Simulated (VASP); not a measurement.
CuSn2, 3 atoms in the cell. The structure is tetragonal, space group I4/mmm (No. 139). Conventional cell: a = 3.215 Å, b = 3.215 Å, c = 12.908 Å, α = 90.00°, β = 90.00°, γ = 90.00°. Cu (site symmetry 4/mmm) has 8 Sn at 2.89 Å and 4 Cu at 3.21 Å within 3.8 Å. Sn (site symmetry 4mm) has 4 Cu at 2.89 Å and 9 Sn at 3.21 to 3.67 Å within 3.8 Å. 

| Item | Value |
| --- | --- |
| Program | VASP 6.6.1 |
| Task | single point |
| Functional | PBE |
| Potentials or basis | VASP PAW PBE potentials, release 64 (Cu, Sn_d) |
| Cutoff | 520 eV |
| k mesh | 10 × 10 × 10 |
| Occupations | gaussian, width 0.1 eV |
| Spin | no spin polarisation |
| Dipole correction | no |
| Further INCAR settings | ALGO = Fast; EDIFF = 1e-06; NBANDS = 26 |

Potentials or basis: VASP PAW PBE potentials, release 64 (Cu, Sn_d).

The run is started by

```console
$ cat potpaw_PBE.64/Cu/POTCAR potpaw_PBE.64/Sn_d/POTCAR > POTCAR
$ mpirun -np 1 vasp_std > vasp.out
```

Hardware: 1 thread of Intel(R) Xeon(R) Platinum 8488C (Sapphire Rapids), on a shared host.

How long does it take, and how much memory?

Run time: 15 min on 1 thread of Intel(R) Xeon(R) Platinum 8488C (Sapphire Rapids), with other jobs on the host, peak memory 0.48 GiB. Counts: scf iterations 19, k points 102.
